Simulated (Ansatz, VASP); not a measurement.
# Two plane-wave programs on CaLuBi2O4

```xyz
8
Lattice="3.8009 0.0000 0.0000 0.0000 3.8009 0.0000 0.0000 0.0000 9.0252" Properties=species:S:1:pos:R:3 pbc="T T T"
Lu    0.0000    0.0000    0.0000
Bi    1.9004    1.9004    6.4980
Bi    1.9004    1.9004    2.5272
O     1.9004    0.0000    7.6963
O     0.0000    1.9004    7.6963
O     1.9004    0.0000    1.3289
O     0.0000    1.9004    1.3289
Ca    0.0000    0.0000    4.5126
```

Alike in both runs: functional PBE; k mesh 8 × 8 × 4; no spin polarisation.

Ansatz relaxed the structure, and its values are those at the end. VASP's run is a single point on that final structure, the one shown.

|  | VASP | Ansatz |
| --- | --- | --- |
| version | VASP 6.6.1 | Ansatz 0.2.0 |
| potentials or method | VASP PAW PBE potentials, release 64 (Lu, Bi_d, O, Ca_sv), cutoff 600 eV | PAW plane waves |
| occupations | fermi-dirac, width 0.1 eV | fermi-dirac |
| valence electrons in the cell | 89 | 89 |

Ansatz gave:

```
pressure (GPa)                     : 10.0
rms of the force components (eV/Å) : 0.009
```

**Question.** What did VASP give for the same quantities?

**Answer.** Pressure (GPa): 10.3; rms of the force components (eV/Å): 0.021.

Ansatz's warnings: stress scf threshold loose.

Neither program's run includes spin-orbit coupling.
